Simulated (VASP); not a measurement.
Wanted: the native input for a VASP 6.6.1 run.

```yaml
Task: single point
Functional: LDA
Potentials_or_basis: VASP PAW LDA potentials, release 64 (Na_pv)
Cutoff: 520 eV
k_mesh: 13 × 13 × 13
Occupations: fermi-dirac, width 0.05 eV
Spin: no spin polarisation
Dipole_correction: no
Further_INCAR_settings: ALGO = Normal; EDIFF = 1e-07; NBANDS = 10
```

The structure of Na lies in POSCAR:

```
Na
1.0
    0.0000000000      1.9586988101      1.9586988101
    1.9586988101      0.0000000000      1.9586988101
    1.9586988101      1.9586988101      0.0000000000
Na
1
Direct
    0.0000000000      0.0000000000      0.0000000000
```

This cell differs from its parent crystal: volume scaled by 0.45.

The input as run:

INCAR

```
  PREC = Accurate
  ENCUT = 520
  EDIFF = 1E-7
  ISMEAR = -1
  SIGMA = 0.05
  LREAL = F
  LASPH = T
  NELM = 100
  ALGO = Normal
  ISIF = 2
  LWAVE = F
  LCHARG = F
  NBANDS = 10
```

KPOINTS

```
Automatic mesh
0
Gamma
  13 13 13
```

Potentials or basis: VASP PAW LDA potentials, release 64 (Na_pv).

Launch:

```console
$ cat potpaw_LDA.64/Na_pv/POTCAR > POTCAR
$ mpirun -np 1 vasp_std > vasp.out
```

Results of the run:

| Item | Value |
| --- | --- |
| Pressure | 33.2 GPa |

Run time: 4.3 s on 1 thread of Intel(R) Xeon(R) 6975P-C (Granite Rapids), with other jobs on the host, peak memory 0.12 GiB.
